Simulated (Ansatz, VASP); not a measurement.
## One calculation of SnTe, two programs

INCAR

```
SYSTEM = SnTe
PREC = Accurate ; ENCUT = 600
EDIFF = 1E-6 ; ISMEAR = 0
SIGMA = 0.1 ; LREAL = .False.
LASPH = .True. ; NELM = 100
ALGO = Normal ; ISIF = 3
LWAVE = .False. ; LCHARG = .False.
GGA = PE ; IBRION = 2
NSW = 90 ; EDIFFG = -0.04
```

Contents of KPOINTS:

```
Automatic mesh
0
Gamma
  6 6 4
  0 0 0
```

Contents of POSCAR:

```
SnTe
1.0
    4.5677925000      0.0000000000      0.0000000000
   -2.2838962500      3.9558243500      0.0000000000
    0.0000000000      0.0000000000      7.4571866800
Sn Te
2 2
Direct
    0.3333333300      0.6666666700      0.0000000000
    0.6666666700      0.3333333300      0.5000000000
    0.3333333300      0.6666666700      0.3849999900
    0.6666666700      0.3333333300      0.8849999900
```

Input for Ansatz:

```yaml
crystal:
  lattice:
    - [4.5677925, 0.0, 0.0]
    - [-2.28389625, 3.95582435, 0.0]
    - [0.0, 0.0, 7.45718668]
  atoms:
    - { symbol: Sn, position: [0.33333333, 0.66666667, 0.0] }
    - { symbol: Sn, position: [0.66666667, 0.33333333, 0.5] }
    - { symbol: Te, position: [0.33333333, 0.66666667, 0.38499999] }
    - { symbol: Te, position: [0.66666667, 0.33333333, 0.88499999] }
basis:
  ecutwfc: 420
kpoints:
  mp_grid: { grid: [6, 6, 4] }
hamiltonian:
  xc: pbe
scf:
  occupations: { method: gaussian, width: 0.1 }
  lower_state_search: "off"
output:
  forces: true
  stress: true
  eigenvalues: true
relax:
  adjacent_minimum: "off"
  f_tol: 0.04
  max_steps: 70
  cell: { stress_tol: 0.4 }
```

Change from the starting cell: species swapped into the CdSe type (P6_3mc, No. 186).

Alike in both runs: task relaxation of cell and atoms; functional PBE; k mesh 6 × 6 × 4; occupations gaussian, width 0.1 eV; no spin polarisation.

|  | VASP | Ansatz |
| --- | --- | --- |
| version | VASP 6.6.1 | Ansatz 0.2.0 |
| potentials or method | VASP PAW PBE potentials, release 64 (Sn_d, Te), cutoff 600 eV | scalar-relativistic, plane waves, PAW |
| valence electrons in the cell | 40 | 60 |

|  | VASP | Ansatz | Ansatz less VASP |
| --- | --- | --- | --- |
| gap on the k mesh at the Fermi level, each at its own relaxed structure (eV) | 0.68 | 0.61 | -0.068 |
| relaxed volume (Å³/atom) | 41.71 | 41.37 | -0.336 |
| relaxed cell length with the largest relative difference (Å) | 6.535 | 6.503 | -0.0318 |

VASP's potentials hold 40 valence electrons a cell and Ansatz's 60, so a difference there can come from the potentials and not from the codes.

Neither program's run includes spin-orbit coupling. Noted on VASP's run: the volume moved by over 15 % at a fixed basis, so the end points are rough.
